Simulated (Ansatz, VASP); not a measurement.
# Al in VASP and in Ansatz

POSCAR

```
Al
1.0
    0.0000000000      1.9834708509      1.9834708509
    1.9834708509      0.0000000000      1.9834708509
    1.9834708509      1.9834708509      0.0000000000
Al
1
Direct
    0.0000000000      0.0000000000      0.0000000000
```

The input INCAR.step1:

```
PREC = Accurate
ENCUT = 520
EDIFF = 1E-5
ISMEAR = -1
SIGMA = 0.05
LREAL = False
LASPH = True
NELM = 100
ALGO = Normal
ISIF = 2
LWAVE = True
GGA = PE
NBANDS = 8
```

File INCAR.step2:

```
PREC = Accurate
ENCUT = 520
EDIFF = 1E-7
ISMEAR = -1
SIGMA = 0.05
LREAL = False
LASPH = True
NELM = 100
ALGO = Normal
ISIF = 2
LWAVE = False
LCHARG = True
GGA = PE
LHFCALC = True
HFSCREEN = 0.2079
PRECFOCK = Normal
LELF = True
LVHAR = True
ISTART = 1
NBANDS = 8
```

Contents of KPOINTS:

```
regular mesh
0
Gamma
  6 6 6
```

Contents of input:

```
crystal:
  lattice:
    - [0.0, 1.9834708509, 1.9834708509]
    - [1.9834708509, 0.0, 1.9834708509]
    - [1.9834708509, 1.9834708509, 0.0]
  atoms:
    - { symbol: Al, position: [0.0, 0.0, 0.0] }
hamiltonian:
  xc: hse06
  pseudopotentials: { kind: paw }
kpoints:
  mp_grid: { grid: [6, 6, 6] }
scf:
  occupations: { method: fermi_dirac, width: 0.05 }
output:
  forces: true
  stress: true
  eigenvalues: true
```

Alike in both runs: task single point; functional HSE06; k mesh 6 × 6 × 6; occupations fermi-dirac, width 0.05 eV; no spin polarisation.

|  | VASP | Ansatz |
| --- | --- | --- |
| version | VASP 6.6.1 | Ansatz 0.2.0 |
| potentials or method | VASP PAW PBE potentials, release 64 (Al) | Ansatz PAW |
| plane-wave cutoff (eV) | 520 | 420 |
| valence electrons in the cell | 3 | 3 |

VASP gave:

* gap on the k mesh at the Fermi level (eV): none
* pressure (GPa): 4.4

Which values does Ansatz return?

gap on the k mesh at the Fermi level (eV): none; pressure (GPa): 4.3.

A gap of «none» marks a metal or a gap that the smearing closes.

The k mesh is coarse, so the values compare programs but aren't converged.
